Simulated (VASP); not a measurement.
Set up this calculation in VASP 6.6.1, as the native input.

* Task: single point
* Functional: PBEsol
* Dispersion: D3(BJ)
* Potentials or basis: VASP PAW PBE potentials, release 64 (S, W_sv, N, O)
* Cutoff: 520 eV
* k mesh: 5 × 5 × 1
* Occupations: fermi-dirac, width 0.05 eV
* Spin: no spin polarisation
* Dipole correction: yes
* Further INCAR settings: LREAL = Auto; ALGO = Normal; EDIFF = 1e-06; NBANDS = 73

The structure of W4S8N2O lies in POSCAR:

```
W4S8N2O
1.0
    6.3160015371      0.0000000000      0.0000000000
   -3.1580007687      5.4698177815      0.0000000000
    0.0000000000      0.0000000000     21.2378553070
S W N O
8 4 2 1
Direct
    0.6666666667      0.3333333333      0.3766858698
    0.6666666667      0.8333333333      0.3766858698
    0.1666666667      0.3333333333      0.3766858698
    0.1666666667      0.8333333333      0.3766858698
    0.6666666667      0.3333333333      0.5240809463
    0.6666666667      0.8333333333      0.5240809463
    0.1666666667      0.3333333333      0.5240809463
    0.1666666667      0.8333333333      0.5240809463
    0.3333333333      0.1666666667      0.4512685331
    0.3333333333      0.6666666667      0.4512685331
    0.8333333333      0.1666666667      0.4512685331
    0.8333333333      0.6666666667      0.4512685331
    0.5000000000      0.5000000000      0.6248444165
    0.6090682196      0.3844652234      0.6274011718
    0.7161850118      0.2709782044      0.6299061329
```

One way to write it, as run:

INCAR

```
PREC     = Accurate       # precision mode
ENCUT    = 520            # plane-wave cutoff, eV
EDIFF    = 1E-6           # SCF threshold, eV
ISMEAR   = -1             # smearing method
SIGMA    = 0.05           # smearing width, eV
LREAL    = Auto         
LASPH    = T              # aspherical terms in the spheres
NELM     = 60             # most SCF steps
ALGO     = Normal         # electronic algorithm
ISIF     = 2              # what is computed and relaxed
LWAVE    = F              # write WAVECAR
LCHARG   = F              # write CHGCAR
LDIPOL   = T            
IDIPOL   = 3            
DIPOL    = 0.5 0.5 0.486
GGA      = PS             # functional
IVDW     = 12             # dispersion correction
NBANDS   = 73             # bands
```

KPOINTS

```
Automatic mesh
0
Gamma
  5 5 1
```

Potentials or basis: VASP PAW PBE potentials, release 64 (S, W_sv, N, O).

Run with:

```bash
$ cat potpaw_PBE.64/S/POTCAR potpaw_PBE.64/W_sv/POTCAR potpaw_PBE.64/N/POTCAR potpaw_PBE.64/O/POTCAR > POTCAR
$ mpirun -np 1 vasp_std > vasp.out
```

Results of the run:

```json
{
  "Largest force": "7.356 eV/Å",
  "Band gap on the k mesh": "2.03 eV (least direct gap 2.20 eV)",
  "Dispersion energy per atom": "-0.219 eV"
}
```

Caveat: the standard files for N, O and F lose accuracy on very short bonds; three body term missing; the PAW data sets were made with another functional, which shifts forces and pressure a little; spin-orbit coupling is left out, which moves the levels of the heavy elements.

Wall time 35 min on 1 thread of Intel Xeon 8259CL (shared host), peak memory 1 GiB.
